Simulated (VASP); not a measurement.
**FeSi (nc): single point with PBE**

FeSi (nc):

```
Fe Si
1.0
     4.44762    0.00000    0.00000
     0.00000    4.44762    0.00000
     0.00000    0.00000    4.44762
Fe Si
4 4
Direct
  0.13612 0.13612 0.13612
  0.36388 0.86388 0.63612
  0.63612 0.36388 0.86388
  0.86388 0.63612 0.36388
  0.84085 0.84085 0.84085
  0.65915 0.15915 0.34085
  0.34085 0.65915 0.15915
  0.15915 0.34085 0.65915
```

```json
{
  "Program": "VASP 6.6.1",
  "Task": "single point",
  "Functional": "PBE",
  "Potentials or basis": "VASP PAW PBE potentials, release 64 (Fe, Si)",
  "Cutoff": "520 eV",
  "k mesh": "8 × 8 × 8",
  "Occupations": "gaussian, width 0.01 eV",
  "Spin": "no spin polarisation"
}
```

```json
{
  "Pressure": "0.2 GPa",
  "Largest force": "0.027 eV/Å",
  "Band gap on the k mesh": "0.16 eV, indirect (least direct gap 0.17 eV)"
}
```

Forces in eV/Å, atoms in the order of the input:
```
Fe   0.015  0.015  0.015
Fe  -0.015 -0.015  0.015
Fe   0.015 -0.015 -0.015
Fe  -0.015  0.015 -0.015
Si  -0.007 -0.007 -0.007
Si   0.007  0.007 -0.007
Si  -0.007  0.007  0.007
Si   0.007 -0.007  0.007
```

Levels at points of the mesh, in eV from the valence-band top:
```tsv
k point	band 20	band 21	band 22	band 23	band 24	band 25	band 26	band 27	band 28	band 29
(0.00, 0.00, 0.00)	-0.28	-0.28	-0.28	-0.04	-0.04	0.66	0.66	0.66	3.03	3.03
(0.50, 0.00, 0.00)	-1.24	-0.38	-0.38	-0.01	-0.01	0.20	0.20	1.72	1.72	2.22
(0.50, 0.50, 0.00)	-1.26	-1.01	-1.01	-0.36	-0.36	0.64	0.64	1.30	1.30	2.70
(0.50, 0.50, 0.50)	-0.73	-0.67	-0.67	-0.67	-0.67	0.50	0.50	0.50	0.50	5.64
```

Run time: 3.3 min on 1 thread of Intel Xeon 8259CL, on a shared host, peak memory 0.26 GiB.

A k mesh can miss the band edges. Spin polarisation is off, so any magnetic state and its effect on volume and gap are missing.
